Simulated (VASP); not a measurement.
# Re (Fd-3m) in VASP: a series of runs

The runs below take Re through relaxation of cell and atoms, single point, with PBE.

All numbers are computed with VASP 6.6.1; they aren't measurements. Logs are shortened: lines on timing, memory, paths and dates and some standing lists are left out, and cuts for length are marked.

## Step 1: The cell of the first run

The structure is cubic, space group Fd-3m (No. 227). Conventional cell: a = 4.462 Å, b = 4.462 Å, c = 4.462 Å, α = 90.00°, β = 90.00°, γ = 90.00°. Re (site symmetry -43m) has 4 Re at 1.93 Å within 2.6 Å.

## Step 2: Relaxation of cell and atoms, PBE, target pressure 540 GPa, at which the enthalpy is minimised

INCAR reads:

```
SYSTEM = Re
PREC = Accurate
ENCUT = 600
EDIFF = 1E-7
ISMEAR = -1
SIGMA = 0.08
LREAL = .False.
LASPH = .True.
NELM = 80
ALGO = Normal
ISIF = 3
LWAVE = .False.
LCHARG = .False.
GGA = PE
IBRION = 2
NSW = 32
EDIFFG = -0.005
PSTRESS = 5400.0
```

KPOINTS reads:

```
regular mesh
0
Gamma
  15 15 15
  0 0 0
```

POSCAR reads:

```
Re
1.0
    0.0000000000      2.2308907542      2.2308907542
    2.2308907542      0.0000000000      2.2308907542
    2.2308907542      2.2308907542      0.0000000000
Re
2
Direct
   -0.1250000000     -0.1250000000     -0.1250000000
    0.1250000000      0.1250000000      0.1250000000
```

Potentials or basis: VASP PAW PBE potentials, release 64 (Re).

The run is started by

```bash
$ cat potpaw_PBE.64/Re/POTCAR > POTCAR
$ mpirun -np 1 vasp_std > vasp.out
```

OUTCAR:

```text
SYSTEM = Re
   PREC = Accurate
   ENCUT = 600
   EDIFF = 1E-7
   ISMEAR = -1
   LREAL = .False.
   LASPH = .True.
   NELM = 80
   ISIF = 3
   GGA = PE
   IBRION = 2
   NSW = 32
   EDIFFG = -0.005
   PSTRESS = 5400.0

 ion  position               nearest neighbor table
   1  0.875  0.875  0.875-   2 1.93   2 1.93   2 1.93   2 1.93
   2  0.125  0.125  0.125-   1 1.93   1 1.93   1 1.93   1 1.93

  LATTYP: Found a face centered cubic cell.
 ALAT       =     4.4617815084

  Lattice vectors:

 A1 = (   0.0000000000,   2.2308907542,   2.2308907542)
 A2 = (   2.2308907542,   0.0000000000,   2.2308907542)
 A3 = (   2.2308907542,   2.2308907542,   0.0000000000)

Analysis of symmetry for initial positions (statically):
=====================================================================
 Subroutine PRICEL returns:
 Original cell was already a primitive cell.

 Routine SETGRP: Setting up the symmetry group for a
 face centered cubic supercell.

 Subroutine GETGRP returns: Found 48 space group operations
 (whereof 12 operations were pure point group operations)
 out of a pool of 48 trial point group operations.

The static configuration has the point symmetry D_3d.
 The point group associated with its full space group is O_h .

Analysis of symmetry for dynamics (positions and initial velocities):
=====================================================================
 Subroutine PRICEL returns:
 Original cell was already a primitive cell.

 Routine SETGRP: Setting up the symmetry group for a
 face centered cubic supercell.

 Subroutine GETGRP returns: Found 48 space group operations
 (whereof 12 operations were pure point group operations)
 out of a pool of 48 trial point group operations.

The dynamic configuration has the point symmetry D_3d.
 The point group associated with its full space group is O_h .

 Subroutine INISYM returns: Found 48 space group operations
 (whereof 12 operations are pure point group operations),
 and found     1 'primitive' translations

----------------------------------------------------------------------------------------

                                     Primitive cell

  volume of cell :      22.2057

  direct lattice vectors                    reciprocal lattice vectors
     0.000000000  2.230890754  2.230890754    -0.224125722  0.224125722  0.224125722
     2.230890754  0.000000000  2.230890754     0.224125722 -0.224125722  0.224125722
     2.230890754  2.230890754  0.000000000     0.224125722  0.224125722 -0.224125722

  length of vectors
     3.154955961  3.154955961  3.154955961     0.388197137  0.388197137  0.388197137

  position of ions in fractional coordinates (direct lattice)
     0.875000000  0.875000000  0.875000000
     0.125000000  0.125000000  0.125000000

  ion indices of the primitive-cell ions
   primitive index   ion index
                 1           1
                 2           2

----------------------------------------------------------------------------------------

 KPOINTS: regular mesh

Automatic generation of k-mesh.
 Grid dimensions read from file:
 generate k-points for:   15   15   15

 Generating k-lattice:

  Cartesian coordinates                     Fractional coordinates (reciprocal lattice)
    -0.014941715  0.014941715  0.014941715     0.066666667  0.000000000  0.000000000
     0.014941715 -0.014941715  0.014941715     0.000000000  0.066666667  0.000000000
     0.014941715  0.014941715 -0.014941715     0.000000000  0.000000000  0.066666667

  Length of vectors
     0.025879809  0.025879809  0.025879809

  Shift w.r.t. Gamma in fractional coordinates (k-lattice)
     0.000000000  0.000000000  0.000000000

 Subroutine IBZKPT returns following result:
 ===========================================

 Found    120 irreducible k-points:

 Following reciprocal coordinates:
            Coordinates               Weight
  0.000000  0.000000  0.000000      1.000000
  0.066667  0.000000  0.000000      8.000000
  0.133333  0.000000  0.000000      8.000000
  0.200000  0.000000  0.000000      8.000000
  0.266667  0.000000  0.000000      8.000000
  0.333333  0.000000  0.000000      8.000000
[... 16 lines left out ...]
  0.133333  0.133333  0.000000      6.000000
  0.200000  0.133333  0.000000     24.000000
 [... further k-points ...]
   k-points           NKPTS =    120   k-points in BZ     NKDIM =    120   number of bands    NBANDS=     11
   number of dos      NEDOS =    301   number of ions     NIONS =      2
   total plane-waves  NPLWV =  21952
   dimension x,y,z NGX =    28 NGY =   28 NGZ =   28
   dimension x,y,z NGXF=    56 NGYF=   56 NGZF=   56
   ions per type =               2
   NGX,Y,Z   is equivalent  to a cutoff of  14.75, 14.75, 14.75 a.u.
   NGXF,Y,Z  is equivalent  to a cutoff of  29.51, 29.51, 29.51 a.u.
 SYSTEM =  Re
   PREC   = accura    normal or accurate (medium, high low for compatibility)
   ISTART =      0    job   : 0-new  1-cont  2-samecut
   ICHARG =      2    charge: 1-file 2-atom 10-const
   ISPIN  =      1    spin polarized calculation?
   LNONCOLLINEAR =      F non collinear calculations
   LSORBIT =      F    spin-orbit coupling
   LASPH  =      T    aspherical Exc in radial PAW
   ENCUT  =  600.0 eV  44.10 Ry    6.64 a.u.   6.30  6.30  6.30*2*pi/ulx,y,z
   NELM   =     80;   NELMIN=  2; NELMDL= -5     # of ELM steps
   EDIFF  = 0.1E-06   stopping-criterion for ELM
   LREAL  =      F    real-space projection
   EDIFFG = -.5E-02   stopping-criterion for IOM
   NSW    =     32    number of steps for IOM
   IBRION =      2    ionic relax: 0-MD 1-quasi-New 2-CG
   NFREE  =      1    steps in history (QN), initial steepest desc. (CG)
   ISIF   =      3    stress and relaxation
   ISYM   =      2    0-nonsym 1-usesym 2-fastsym
   POTIM  = 0.5000    time-step for ionic-motion
   TEBEG  =    0.0;   TEEND  =   0.0 temperature during run
   PSTRESS= 5400.0 pullay stress
   NELECT =      14.0000    total number of electrons
   NUPDOWN=      -1.0000    fix difference up-down
   EMIN   =  10.00;   EMAX   =-10.00  energy-range for DOS
   EFERMI =   0.00;   METHOD = LEGACY
   ISMEAR =    -1;   SIGMA  =   0.08  broadening in eV -4-tet -1-fermi 0-gaus
   EFERMI_NEDOS =   21; number of points for ismear=-14 and -15
   IALGO  =     38    algorithm
   IMIX   =      4    mixing-type and parameters
     AMIX     =   0.40;   BMIX     =  1.00
     AMIX_MAG =   1.60;   BMIX_MAG =  1.00
  volume/ion in A,a.u.               =      11.10        74.93
  Fermi-wavevector in a.u.,A,eV,Ry     =   1.403770  2.652740 26.811225  1.970569
  Thomas-Fermi vector in A             =   2.526398
   LORBIT       =      0    0 simple, 1 ext, 2 COOP (PROOUT), +10 PAW based schemes
   GGA     = PE    functional components
   LHFCALC =     F    Hartree Fock is set to
   AEXX    =    0.0000 exact exchange contribution
   IVDW    =     0    specifies the selected vdW correction
   LEPSILON=     F    determine dielectric tensor
   LRPA    =     F    only Hartree local field effects (RPA)
 conjugate gradient relaxation of ions
 non-spin polarized calculation
  energy-cutoff  :      600.00
  volume of cell :       22.21
 maximum number of plane-waves:       754
 NGX is ok and might be reduce to    28
   NGX = 13   NGY = 13   NGZ = 13

--------------------------------------- Ionic step        1  -------------------------------------------

 number of electron      13.9999999 magnetization

 Free energy of the ion-electron system (eV)
  ---------------------------------------------------
  ext. energy  EPLUGINS =         0.00000000
  ---------------------------------------------------
  free energy    TOTEN  =        -3.35430300 eV

  energy without entropy =       -3.31940370  energy(sigma->0) =       -3.33685335

------------------------ aborting loop because EDIFF is reached ----------------------------------------

  FORCE on cell =-STRESS in cart. coord.  units (eV):
  Direction    XX          YY          ZZ          XY          YZ          ZX
  --------------------------------------------------------------------------------------
  -------------------------------------------------------------------------------------
  Total       61.0967991     61.0967991     61.0967991      0.0000000      0.0000000     -0.0000000
  in kB     4408.2288608   4408.2288608   4408.2288608      0.0000000      0.0000000     -0.0000000
  external PRESSURE =    -991.7711392 kB  Pullay stress =    5400.0000000 kB
[... 137 lines left out ...]
  enthalpy is  TOTEN    =        70.9968190375 eV   P V=       70.0820600623

--------------------------------------- Ionic step        5  -------------------------------------------

 number of electron      14.0000000 magnetization

 Free energy of the ion-electron system (eV)
  ---------------------------------------------------
  ext. energy  EPLUGINS =         0.00000000
  ---------------------------------------------------
  free energy    TOTEN  =         1.34516837 eV

  energy without entropy =        1.37760661  energy(sigma->0) =        1.36138749

 E-fermi :  13.9112     XC(G=0): -15.2322

 val. band max:       13.9058522914   @ k =   0.0667   0.0667   0.0000
 cond. band min:      13.9252999176   @ k =  -0.1333   0.0667   0.0000
 fundamental gap:      0.0194476263
 Fermi energy:        13.9112151477

 k-point     1 :       0.0000    0.0000    0.0000
  band No.  band energies     occupation
      1       1.9048      2.00000
      2       3.8217      2.00000
      3       3.8217      2.00000
      4       8.4949      2.00000
      5       8.4949      2.00000
      6       8.4949      2.00000
      7      14.6099      0.00032
      8      14.6099      0.00032
      9      14.6099      0.00032
     10      23.6034      0.00000
     11      23.6062      0.00000
[... 309 lines left out ...]
 k-point    24 :       0.2000    0.1333    0.0000
  band No.  band energies     occupation
      1       2.4132      2.00000
      2       3.5261      2.00000
      3       4.5590      2.00000
      4       8.2856      2.00000
      5       8.4474      2.00000
      6      10.5947      2.00000
      7      11.3917      2.00000
      8      14.2872      0.01804
      9      14.6091      0.00033
     10      21.1410      0.00000
     11      24.4668      0.00000

 [... further k-points ...]

------------------------ aborting loop because EDIFF is reached ----------------------------------------

  FORCE on cell =-STRESS in cart. coord.  units (eV):
  Direction    XX          YY          ZZ          XY          YZ          ZX
  --------------------------------------------------------------------------------------
  -------------------------------------------------------------------------------------
  Total       69.6419439     69.6419439     69.6419439     -0.0000000      0.0000000      0.0000000
  in kB     5399.5361656   5399.5361656   5399.5361656     -0.0000000      0.0000000      0.0000000
  external PRESSURE =      -0.4638344 kB  Pullay stress =    5400.0000000 kB
[... 17 lines left out ...]
  FREE ENERGIE OF THE ION-ELECTRON SYSTEM (eV)
  ---------------------------------------------------
  free  energy   TOTEN  =         1.3451683742 eV

  energy  without entropy=        1.3776066088  energy(sigma->0) =        1.36138749

  enthalpy is  TOTEN    =        70.9930946600 eV   P V=       69.6479262858

 reached required accuracy - stopping structural energy minimisation
```

Wall time 2 min (1 thread of Intel Xeon 6975P-C (Granite Rapids), shared host); peak memory 0.22 GiB.

Results:

- Free energy: 1.3452 eV
- Relaxed volume: 10.33 Å³/atom
- Relaxed cell: a = 3.080 Å, b = 3.080 Å, c = 3.080 Å, α = 60.00°, β = 60.00°, γ = 60.00°
- Space group after relaxing (to 0.05 Å): Fd-3m (No. 227)
- Energy change on relaxing (the enthalpy is what falls): +2349.7 meV/atom
- Ionic steps: 5
- Pressure after relaxing: 540.0 GPa
- Band gap on the k mesh: zero (band 7 reaches 14.98 eV, above the bottom of band 8 at 12.80 eV)

Step by step:
```
step  energy change (eV)  largest force (eV/Å)  pressure (GPa)  volume (Å³)
   1              0.0000                0.0000          440.82        22.21
   2            178.3315                0.0000         7339.56         6.63
   3              3.4984                0.0000          514.45        21.03
   4              4.2691                0.0000          530.83        20.79
   5              4.6995                0.0000          539.95        20.66
```

Final structure:
```yaml
crystal:
  lattice:
    - [0.00000, 2.17804, 2.17804]
    - [2.17804, 0.00000, 2.17804]
    - [2.17804, 2.17804, 0.00000]
  atoms:
    - { symbol: Re, position: [0.87500, 0.87500, 0.87500] }
    - { symbol: Re, position: [0.12500, 0.12500, 0.12500] }
```

Levels at points of the mesh, in eV from the Fermi level:
```csv
k point,band 4,band 5,band 6,band 7,band 8,band 9,band 10,band 11
"(0.00, 0.00, 0.00)",-5.42,-5.42,-5.42,0.70,0.70,0.70,9.69,9.69
```

Caveat: the cell is relaxed towards a set pressure, so the enthalpy falls and the energy may rise; spin-orbit coupling is left out, which moves the levels of the heavy elements.

## Step 3: Single point, PBE

INCAR reads:

```
SYSTEM = Re
ALGO = Normal
EDIFF = 1E-6
ENCUT = 500
GGA = PE
GGA_COMPAT = .FALSE.
ISIF = 2
ISMEAR = -1
LASPH = .TRUE.
LCHARG = .FALSE.
LREAL = .FALSE.
LWAVE = .FALSE.
NBANDS = 22
NELM = 120
PREC = Accurate
SIGMA = 0.08
```

KPOINTS reads:

```
k-points
0
G
  15 15 15
  0 0 0
```

POSCAR is that of step 2.

Potentials or basis: VASP PAW PBE potentials, release 64 (Re_sv_GW).

The run is started by

```bash
$ cat potpaw_PBE.64/Re_sv_GW/POTCAR > POTCAR
$ mpirun -np 1 vasp_std > vasp.out
```

Run time: 42 s. Hardware: 1 thread of Intel Xeon Platinum 8259CL at 2.50GHz (Skylake/Cascade Lake), shared host; peak memory 0.17 GiB.

Results (log left out):

| Property | Result |
| --- | --- |
| Free energy | -3.4628 eV |
| Pressure | 550.2 GPa |
| Band gap on the k mesh | zero (band 15 reaches 20.59 eV, above the bottom of band 16 at 18.40 eV) |

Levels at points of the mesh, in eV from the Fermi level:
| k point | band 12 | band 13 | band 14 | band 15 | band 16 | band 17 | band 18 | band 19 |
| --- | --- | --- | --- | --- | --- | --- | --- | --- |
| (0.00, 0.00, 0.00) | -4.75 | -4.75 | -4.75 | 1.44 | 1.44 | 1.44 | 8.98 | 8.98 |

Caveat: spin-orbit coupling is left out, which moves the levels of the heavy elements.
